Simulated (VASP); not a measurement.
Runs of VASP 6.6.1 on NaF. The structure is that of space group R-3m (No. 166), or close to it. The cells are those of the table. 

| cell | gap on the mesh (eV) | pressure (GPa) |
| --- | --- | --- |
| a = 3.013 Å, angles 75.3°, 2 atoms | 5.57 | -0.2 |
| a = 4.517 Å, angles 33.6°, 2 atoms | - | 2.8 |
| a = 3.774 Å, angles 45.7°, 2 atoms | (c) | 0.4 |
| a = 3.131 Å, angles 67.3°, 2 atoms | 5.92 | 1.2 |
| a = 3.375 Å, angles 56.6°, 2 atoms | 6.14 | 1.5 |
| a = 2.950 Å, angles 82.7°, 2 atoms | 5.43 | -1.9 |
| a = 3.516 Å, angles 52.2°, 2 atoms | 5.80 | (a) |
| a = 3.211 Å, angles 63.2°, 2 atoms | 6.11 | 1.5 |
| a = 4.139 Å, angles 38.9°, 2 atoms | (b) | 0.4 |

Alike in all rows: task single point; level PBE; potentials or basis VASP PAW PBE potentials, release 64 (Na_pv, F); no spin polarisation; k mesh 10 × 10 × 10; cutoff (eV) 520; smearing gaussian 0.05 eV.

**Question.** Fill in the values left out.

**Answer.** (a) 1.1; (b) 2.56; (c) 4.75.

A k mesh can miss the band edges.
